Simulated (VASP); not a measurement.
Na, 2 atoms in the cell. Symmetry: P6_3/mmc, No. 194, hexagonal system. Conventional cell: a = 3.506 Å, b = 3.506 Å, c = 6.282 Å, α = 90.00°, β = 90.00°, γ = 120.00°. Within 4.6 Å of Na (site symmetry -6m2) lie 12 Na at 3.51 to 3.74 Å.  This cell differs from its parent crystal: strained.

- Program: VASP 6.6.1
- Task: single point
- Functional: PBEsol
- Potentials or basis: VASP PAW PBE potentials, release 64 (Na_pv)
- Cutoff: 520 eV
- k mesh: 15 × 15 × 8
- Occupations: gaussian, width 0.1 eV
- Spin: no spin polarisation
- Dipole correction: no
- Further INCAR settings: ALGO = Normal; EDIFF = 1e-07; NBANDS = 14

Potentials or basis: VASP PAW PBE potentials, release 64 (Na_pv).

Run with:

```console
$ cat potpaw_PBE.64/Na_pv/POTCAR > POTCAR
$ mpirun -np 1 vasp_std > vasp.out
```

Hardware: 1 thread of Intel(R) Xeon(R) 6975P-C (Granite Rapids), with other jobs on the host.

Q: How long does it take, and how much memory?

A: Wall time 32 s on 1 thread of Intel(R) Xeon(R) 6975P-C (Granite Rapids), with other jobs on the host, peak memory 0.23 GiB. Counts: scf iterations 11, k points 135.
